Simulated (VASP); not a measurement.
# HfB2 (P6/mmm) in VASP: a series of runs

The runs below take HfB2 through single point, with PBEsol.

All numbers are computed with VASP 6.6.1; they aren't measurements. Logs are shortened: lines on timing, memory, paths and dates and some standing lists are left out, and cuts for length are marked.

## Step 1: The cell of the first run

It takes space group P6/mmm (No. 191, hexagonal). The conventional cell has a = 3.046 Å, b = 3.046 Å, c = 3.480 Å, α = 90.00°, β = 90.00°, γ = 120.00°. Within 3.3 Å of Hf (site symmetry 6/mmm) lie 12 B at 2.47 Å and 6 Hf at 3.05 Å. Within 2.3 Å of B (site symmetry -6m2) lie 3 B at 1.76 Å.

## Step 2: Single point, PBEsol (equal xx and yy strain of -3 %)

INCAR reads:

```
SYSTEM = HfB2
PREC     = Accurate       ! precision mode
ENCUT    = 520            ! plane-wave cutoff, eV
EDIFF    = 1E-6           ! SCF threshold, eV
ISMEAR   = -1             ! smearing method
SIGMA    = 0.05           ! smearing width, eV
LREAL    = .False.        ! projectors in reciprocal space
LASPH    = .True.         ! aspherical terms in the spheres
NELM     = 60             ! most SCF steps
ALGO     = Normal         ! electronic algorithm
ISIF     = 2              ! what is computed and relaxed
LWAVE    = .False.        ! write WAVECAR
LCHARG   = .False.        ! write CHGCAR
GGA      = PS             ! functional
NBANDS   = 15             ! bands
```

KPOINTS reads:

```
Automatic mesh
0
Gamma
  13 13 11
  0 0 0
```

POSCAR reads:

```
HfB2
1.0
    3.0458000975      0.0000000000      0.0000000000
   -1.5229000488      2.6377402592      0.0000000000
    0.0000000000      0.0000000000      3.4800000000
Hf B
1 2
Direct
    0.0000000000      0.0000000000      0.0000000000
    0.3333333333      0.6666666667      0.5000000000
    0.6666666667      0.3333333333      0.5000000000
```

Potentials or basis: VASP PAW PBE potentials, release 64 (Hf_pv, B).

Started as:

```console
> cat potpaw_PBE.64/Hf_pv/POTCAR potpaw_PBE.64/B/POTCAR > POTCAR
> mpirun -np 1 vasp_std > vasp.out
```

OUTCAR:

```text
SYSTEM = HfB2
   PREC = Accurate
   ENCUT = 520
   EDIFF = 1E-6
   ISMEAR = -1
   LREAL = .False.
   LASPH = .True.
   NELM = 60
   ISIF = 2
   GGA = PS

 ion  position               nearest neighbor table
   1  0.000  0.000  0.000-   2 2.47   3 2.47   2 2.47   3 2.47   2 2.47   2 2.47   3 2.47   3 2.47
                             3 2.47   3 2.47   2 2.47   2 2.47
   2  0.333  0.667  0.500-   3 1.76   3 1.76   3 1.76   1 2.47   1 2.47   1 2.47   1 2.47   1 2.47
                             1 2.47
   3  0.667  0.333  0.500-   2 1.76   2 1.76   2 1.76   1 2.47   1 2.47   1 2.47   1 2.47   1 2.47
                             1 2.47

  LATTYP: Found a hexagonal cell.
 ALAT       =     3.0458000975
 C/A-ratio  =     1.1425569271

  Lattice vectors:

 A1 = (   3.0458000975,   0.0000000000,   0.0000000000)
 A2 = (  -1.5229000488,   2.6377402592,   0.0000000000)
 A3 = (   0.0000000000,   0.0000000000,   3.4800000000)

Analysis of symmetry for initial positions (statically):
=====================================================================
 Subroutine PRICEL returns:
 Original cell was already a primitive cell.

 Routine SETGRP: Setting up the symmetry group for a
 hexagonal supercell.

 Subroutine GETGRP returns: Found 24 space group operations
 (whereof 24 operations were pure point group operations)
 out of a pool of 24 trial point group operations.

The static configuration has the point symmetry D_6h.

Analysis of symmetry for dynamics (positions and initial velocities):
=====================================================================
 Subroutine PRICEL returns:
 Original cell was already a primitive cell.

 Routine SETGRP: Setting up the symmetry group for a
 hexagonal supercell.

 Subroutine GETGRP returns: Found 24 space group operations
 (whereof 24 operations were pure point group operations)
 out of a pool of 24 trial point group operations.

The dynamic configuration has the point symmetry D_6h.

 Subroutine INISYM returns: Found 24 space group operations
 (whereof 24 operations are pure point group operations),
 and found     1 'primitive' translations

----------------------------------------------------------------------------------------

                                     Primitive cell

  volume of cell :      27.9584

  direct lattice vectors                    reciprocal lattice vectors
     3.045800097  0.000000000  0.000000000     0.328320956  0.189556192  0.000000000
    -1.522900049  2.637740259  0.000000000     0.000000000  0.379112385  0.000000000
     0.000000000  0.000000000  3.480000000     0.000000000  0.000000000  0.287356322

  length of vectors
     3.045800097  3.045800097  3.480000000     0.379112385  0.379112385  0.287356322

  position of ions in fractional coordinates (direct lattice)
     0.000000000  0.000000000  0.000000000
     0.333333333  0.666666667  0.500000000
     0.666666667  0.333333333  0.500000000

  ion indices of the primitive-cell ions
   primitive index   ion index
                 1           1
                 2           2
                 3           3

----------------------------------------------------------------------------------------

 KPOINTS: Automatic mesh

Automatic generation of k-mesh.
 Grid dimensions read from file:
 generate k-points for:   13   13   11

 Generating k-lattice:

  Cartesian coordinates                     Fractional coordinates (reciprocal lattice)
     0.025255458  0.014581246  0.000000000     0.076923077 -0.000000000  0.000000000
     0.000000000  0.029162491  0.000000000     0.000000000  0.076923077  0.000000000
     0.000000000  0.000000000  0.026123302     0.000000000  0.000000000  0.090909091

  Length of vectors
     0.029162491  0.029162491  0.026123302

  Shift w.r.t. Gamma in fractional coordinates (k-lattice)
     0.000000000  0.000000000  0.000000000

 Subroutine IBZKPT returns following result:
 ===========================================

 Found    126 irreducible k-points:

 Following reciprocal coordinates:
            Coordinates               Weight
  0.000000  0.000000  0.000000      1.000000
  0.076923 -0.000000  0.000000      6.000000
  0.153846  0.000000  0.000000      6.000000
  0.230769  0.000000  0.000000      6.000000
  0.307692  0.000000  0.000000      6.000000
  0.384615 -0.000000  0.000000      6.000000
[... 16 lines left out ...]
  0.076923 -0.000000  0.090909     12.000000
  0.153846  0.000000  0.090909     12.000000
 [... further k-points ...]
   k-points           NKPTS =    126   k-points in BZ     NKDIM =    126   number of bands    NBANDS=     15
   number of dos      NEDOS =    301   number of ions     NIONS =      3
   total plane-waves  NPLWV =  16128
   dimension x,y,z NGX =    24 NGY =   24 NGZ =   28
   dimension x,y,z NGXF=    48 NGYF=   48 NGZF=   56
   ions per type =               1   2
   NGX,Y,Z   is equivalent  to a cutoff of  13.10, 13.10, 13.38 a.u.
   NGXF,Y,Z  is equivalent  to a cutoff of  26.20, 26.20, 26.75 a.u.
 SYSTEM =  HfB2
   PREC   = accura    normal or accurate (medium, high low for compatibility)
   ISTART =      0    job   : 0-new  1-cont  2-samecut
   ICHARG =      2    charge: 1-file 2-atom 10-const
   ISPIN  =      1    spin polarized calculation?
   LNONCOLLINEAR =      F non collinear calculations
   LSORBIT =      F    spin-orbit coupling
   LASPH  =      T    aspherical Exc in radial PAW
   ENCUT  =  520.0 eV  38.22 Ry    6.18 a.u.   5.66  5.66  6.47*2*pi/ulx,y,z
   NELM   =     60;   NELMIN=  2; NELMDL= -5     # of ELM steps
   EDIFF  = 0.1E-05   stopping-criterion for ELM
   LREAL  =      F    real-space projection
   EDIFFG = 0.1E-04   stopping-criterion for IOM
   NSW    =      0    number of steps for IOM
   IBRION =     -1    ionic relax: 0-MD 1-quasi-New 2-CG
   NFREE  =      0    steps in history (QN), initial steepest desc. (CG)
   ISIF   =      2    stress and relaxation
   ISYM   =      2    0-nonsym 1-usesym 2-fastsym
   POTIM  = 0.5000    time-step for ionic-motion
   TEBEG  =    0.0;   TEEND  =   0.0 temperature during run
   PSTRESS=    0.0 pullay stress
   NELECT =      16.0000    total number of electrons
   NUPDOWN=      -1.0000    fix difference up-down
   EMIN   =  10.00;   EMAX   =-10.00  energy-range for DOS
   EFERMI =   0.00;   METHOD = LEGACY
   ISMEAR =    -1;   SIGMA  =   0.05  broadening in eV -4-tet -1-fermi 0-gaus
   EFERMI_NEDOS =   21; number of points for ismear=-14 and -15
   IALGO  =     38    algorithm
   IMIX   =      4    mixing-type and parameters
     AMIX     =   0.40;   BMIX     =  1.00
     AMIX_MAG =   1.60;   BMIX_MAG =  1.00
  volume/ion in A,a.u.               =       9.32        62.89
  Fermi-wavevector in a.u.,A,eV,Ry     =   1.359181  2.568480 25.135032  1.847373
  Thomas-Fermi vector in A             =   2.485951
   LORBIT       =      0    0 simple, 1 ext, 2 COOP (PROOUT), +10 PAW based schemes
   GGA     = PS    functional components
   LHFCALC =     F    Hartree Fock is set to
   AEXX    =    0.0000 exact exchange contribution
   IVDW    =     0    specifies the selected vdW correction
   LEPSILON=     F    determine dielectric tensor
   LRPA    =     F    only Hartree local field effects (RPA)
 non-spin polarized calculation
  energy-cutoff  :      520.00
  volume of cell :       27.96
 maximum number of plane-waves:       769
 NGX is ok and might be reduce to    24
   NGX = 11   NGY = 11   NGZ = 13

 number of electron      16.0000001 magnetization

 Free energy of the ion-electron system (eV)
  ---------------------------------------------------
  ext. energy  EPLUGINS =         0.00000000
  ---------------------------------------------------
  free energy    TOTEN  =       -27.78668656 eV

  energy without entropy =      -27.78520313  energy(sigma->0) =      -27.78594484

 E-fermi :   8.0689     XC(G=0): -12.9653

 val. band max:        8.0647250115   @ k =   0.2308   0.2308   0.0000
 cond. band min:       8.1017997986   @ k =   0.0000   0.0000   0.2727
 fundamental gap:      0.0370747871
 Fermi energy:         8.0688926060

 k-point     1 :       0.0000    0.0000    0.0000
  band No.  band energies     occupation
      1     -22.4345      2.00000
      2     -21.7712      2.00000
      3     -21.7712      2.00000
      4      -6.0573      2.00000
      5       4.6799      2.00000
      6       5.0470      2.00000
      7       5.2515      2.00000
      8       5.2515      2.00000
      9      12.3677      0.00000
     10      12.3677      0.00000
     11      12.7532      0.00000
     12      12.7532      0.00000
     13      13.5305      0.00000
     14      13.5305      0.00000
     15      14.0151      0.00000

 k-point     2 :       0.0769   -0.0000    0.0000
  band No.  band energies     occupation
      1     -22.4239      2.00000
      2     -21.8349      2.00000
      3     -21.7850      2.00000
      4      -5.9192      2.00000
      5       4.8238      2.00000
      6       4.8870      2.00000
      7       4.9205      2.00000
      8       5.2452      2.00000
      9      11.8485      0.00000
     10      12.2283      0.00000
     11      12.2622      0.00000
     12      12.5310      0.00000
     13      13.9868      0.00000
     14      14.4670      0.00000
     15      14.6546      0.00000

 k-point     3 :       0.1538    0.0000    0.0000
  band No.  band energies     occupation
      1     -22.3945      2.00000
      2     -22.0074      2.00000
      3     -21.8230      2.00000
      4      -5.5207      2.00000
      5       3.9540      2.00000
      6       4.6044      2.00000
      7       5.1996      2.00000
      8       5.2256      2.00000
      9      10.7348      0.00000
     10      11.9220      0.00000
     11      11.9869      0.00000
     12      12.6860      0.00000
     13      14.3646      0.00000
     14      15.5378      0.00000
     15      16.0142      0.00000
[... 343 lines left out ...]
 k-point    23 :       0.0769   -0.0000    0.0909
  band No.  band energies     occupation
      1     -22.4488      2.00000
      2     -21.8330      2.00000
      3     -21.7833      2.00000
      4      -5.7825      2.00000
      5       3.7675      2.00000
      6       4.9438      2.00000
      7       5.3116      2.00000
      8       5.9298      2.00000
      9      11.1424      0.00000
     10      11.1943      0.00000
     11      12.5968      0.00000
     12      12.7241      0.00000
     13      14.4372      0.00000
     14      14.6520      0.00000
     15      14.9838      0.00000

 k-point    24 :       0.1538    0.0000    0.0909
  band No.  band energies     occupation
      1     -22.4188      2.00000
      2     -22.0050      2.00000
      3     -21.8212      2.00000
      4      -5.3932      2.00000
      5       3.7718      2.00000
      6       4.0917      2.00000
      7       5.2172      2.00000
      8       5.8748      2.00000
      9      10.3750      0.00000
     10      10.9769      0.00000
     11      12.8396      0.00000
     12      13.0647      0.00000
     13      14.0457      0.00000
     14      15.7926      0.00000
     15      16.0965      0.00000

 [... further k-points ...]
[... 5 lines left out ...]
  --------------------------------------------------------------------------------------
  -------------------------------------------------------------------------------------
  Total        3.2044962      3.2044962      0.5290150     -0.0000000     -0.0000000     -0.0000000
  in kB      183.6359370    183.6359370     30.3155801     -0.0000000     -0.0000000     -0.0000000
  external PRESSURE =     132.5291514 kB  Pullay stress =       0.0000000 kB

 VOLUME and BASIS-vectors are now :
 -----------------------------------------------------------------------------
  energy-cutoff  :      520.00
  volume of cell :       27.96
      direct lattice vectors                 reciprocal lattice vectors
     3.045800097  0.000000000  0.000000000     0.328320956  0.189556192  0.000000000
    -1.522900049  2.637740259  0.000000000     0.000000000  0.379112385  0.000000000
     0.000000000  0.000000000  3.480000000     0.000000000  0.000000000  0.287356322

 POSITION                                       TOTAL-FORCE (eV/Angst)
 -----------------------------------------------------------------------------------
      0.00000      0.00000      0.00000        -0.000000      0.000000      0.000000
     -0.00000      1.75849      1.74000         0.000000      0.000000      0.000000
      1.52290      0.87925      1.74000        -0.000000      0.000000      0.000000
 -----------------------------------------------------------------------------------
    total drift:                               -0.000000      0.000000      0.000000

  FREE ENERGIE OF THE ION-ELECTRON SYSTEM (eV)
  ---------------------------------------------------
  free  energy   TOTEN  =       -27.7866865569 eV

  energy  without entropy=      -27.7852031284  energy(sigma->0) =      -27.78594484
```

Wall time 28 s (1 thread of Intel Xeon Platinum 8488C (Sapphire Rapids), shared host); peak memory 0.18 GiB.

What came out:

```
Free energy            : -27.7867 eV
Pressure               : 13.3 GPa
Band gap on the k mesh : zero (band 8 reaches 8.99 eV, above the bottom of band 9 at 7.58 eV)
```

Stress tensor (GPa, compression positive):
```
18.36  0.00  0.00
 0.00 18.36  0.00
 0.00  0.00  3.03
```

Caveat: the cell differs from its parent crystal (equal xx and yy strain of -3 %); the PAW data sets were made with another functional, which shifts forces and pressure a little; spin-orbit coupling is left out, which moves the levels of the heavy elements.

## Step 3: Single point, PBEsol (zz strain of -3 %)

INCAR, as its differences from that of step 2:

```diff
@@ -3,3 +3,3 @@
 ENCUT    = 520            ! plane-wave cutoff, eV
-EDIFF    = 1E-6           ! SCF threshold, eV
+EDIFF    = 1E-7           ! SCF threshold, eV
 ISMEAR   = -1             ! smearing method
@@ -12,4 +12,6 @@
 LWAVE    = .False.        ! write WAVECAR
-LCHARG   = .False.        ! write CHGCAR
+LCHARG   = .True.         ! write CHGCAR
 GGA      = PS             ! functional
+LELF     = .True.         ! ELF
+LVHAR    = .True.       
 NBANDS   = 15             ! bands
```

KPOINTS is that of step 2.

POSCAR reads:

```
HfB2
1.0
    3.1400001005      0.0000000000      0.0000000000
   -1.5700000503      2.7193198549      0.0000000000
    0.0000000000      0.0000000000      3.3756000000
Hf B
1 2
Direct
    0.0000000000      0.0000000000      0.0000000000
    0.3333333333      0.6666666667      0.5000000000
    0.6666666667      0.3333333333      0.5000000000
```

Potentials or basis: VASP PAW PBE potentials, release 64 (Hf_pv, B).

Started as:

```console
> cat potpaw_PBE.64/Hf_pv/POTCAR potpaw_PBE.64/B/POTCAR > POTCAR
> mpirun -np 1 vasp_std > vasp.out
```

Run time: 26 s. Hardware: 1 thread of Intel Xeon Platinum 8488C (Sapphire Rapids), shared host; peak memory 0.18 GiB.

The run converged. Its results:

| Item | Value |
| --- | --- |
| Free energy | -27.8489 eV |
| Pressure | 3.1 GPa |
| Band gap on the k mesh | zero (band 8 reaches 8.53 eV, above the bottom of band 9 at 7.41 eV) |

Stress tensor (GPa, compression positive):
```
0.00 0.00 0.00
0.00 0.00 0.00
0.00 0.00 9.29
```

Levels at points of the mesh, in eV from the Fermi level:
```tsv
k point	band 6	band 7	band 8	band 9	band 10	band 11
(0.00, 0.00, 0.00)	-3.27	-3.08	-2.56	4.04	4.04	4.74
```

Caveat: the cell differs from its parent crystal (zz strain of -3 %); the PAW data sets were made with another functional, which shifts forces and pressure a little; spin-orbit coupling is left out, which moves the levels of the heavy elements.

## Step 4: Single point, PBEsol (zz strain of -2 %)

INCAR reads:

```
PREC = Accurate
ENCUT = 520
EDIFF = 1E-7
ISMEAR = -1
SIGMA = 0.05
LREAL = F
LASPH = T
NELM = 80
ALGO = Normal
ISIF = 2
LWAVE = F
LCHARG = F
GGA = PS
NBANDS = 15
```

KPOINTS reads:

```
Automatic mesh
0
Gamma
  13 13 11
```

POSCAR, as its differences from that of step 3:

```diff
@@ -4,3 +4,3 @@
    -1.5700000503      2.7193198549      0.0000000000
-    0.0000000000      0.0000000000      3.3756000000
+    0.0000000000      0.0000000000      3.4104000000
 Hf B
```

Started as:

```console
> cat potpaw_PBE.64/Hf_pv/POTCAR potpaw_PBE.64/B/POTCAR > POTCAR
> mpirun -np 1 vasp_std > vasp.out
```

Wall time 26 s (1 thread of Intel Xeon Platinum 8488C (Sapphire Rapids), shared host); peak memory 0.18 GiB.

It converged, with:

- Free energy: -27.8616 eV
- Pressure: 0.4 GPa
- Band gap on the k mesh: zero (band 8 reaches 8.33 eV, above the bottom of band 9 at 7.32 eV)

Stress tensor (GPa, compression positive):
```
-1.49  0.00  0.00
 0.00 -1.49  0.00
 0.00  0.00  4.21
```

Levels at points of the mesh, in eV from the Fermi level:
```csv
k point,band 4,band 5,band 6,band 7,band 8,band 9,band 10,band 11,band 12,band 13
"(0.00, 0.00, 0.00)",-13.92,-3.17,-3.17,-3.10,-2.66,3.99,3.99,4.81,4.84,4.84
```

Caveat: the cell differs from its parent crystal (zz strain of -2 %); the PAW data sets were made with another functional, which shifts forces and pressure a little; spin-orbit coupling is left out, which moves the levels of the heavy elements.

## Step 5: Single point, PBEsol (zz strain of -1 %)

INCAR reads:

```
ALGO     = Normal         # electronic algorithm
EDIFF    = 1E-6           # SCF threshold, eV
ENCUT    = 520            # plane-wave cutoff, eV
GGA      = PS             # functional
ISIF     = 2              # what is computed and relaxed
ISMEAR   = -1             # smearing method
LASPH    = True           # aspherical terms in the spheres
LCHARG   = False          # write CHGCAR
LREAL    = False          # projectors in reciprocal space
LWAVE    = False          # write WAVECAR
NBANDS   = 15             # bands
NELM     = 60             # most SCF steps
PREC     = Accurate       # precision mode
SIGMA    = 0.05           # smearing width, eV
```

KPOINTS reads:

```
k-points
0
Gamma
  13 13 11
```

POSCAR, as its differences from that of step 4:

```diff
@@ -4,3 +4,3 @@
    -1.5700000503      2.7193198549      0.0000000000
-    0.0000000000      0.0000000000      3.4104000000
+    0.0000000000      0.0000000000      3.4452000000
 Hf B
```

Started as:

```console
> cat potpaw_PBE.64/Hf_pv/POTCAR potpaw_PBE.64/B/POTCAR > POTCAR
> mpirun -np 1 vasp_std > vasp.out
```

Wall time 40 s (1 thread of Intel Xeon Platinum 8488C (Sapphire Rapids), shared host); peak memory 0.18 GiB.

Results (log left out):

| Item | Value |
| --- | --- |
| Free energy | -27.8650 eV |
| Pressure | -2.1 GPa |
| Band gap on the k mesh | zero (band 8 reaches 8.16 eV, above the bottom of band 9 at 7.23 eV) |

Stress tensor (GPa, compression positive):
```
-2.85  0.00  0.00
 0.00 -2.85  0.00
 0.00  0.00 -0.63
```

Levels at points of the mesh, in eV from the Fermi level:
| k point | band 5 | band 6 | band 7 | band 8 | band 9 | band 10 | band 11 | band 12 |
| --- | --- | --- | --- | --- | --- | --- | --- | --- |
| (0.00, 0.00, 0.00) | -3.11 | -3.07 | -3.07 | -2.74 | 3.95 | 3.95 | 4.72 | 4.72 |

Caveat: the cell differs from its parent crystal (zz strain of -1 %); the PAW data sets were made with another functional, which shifts forces and pressure a little; spin-orbit coupling is left out, which moves the levels of the heavy elements.

(Continued in part 2 of 2.)
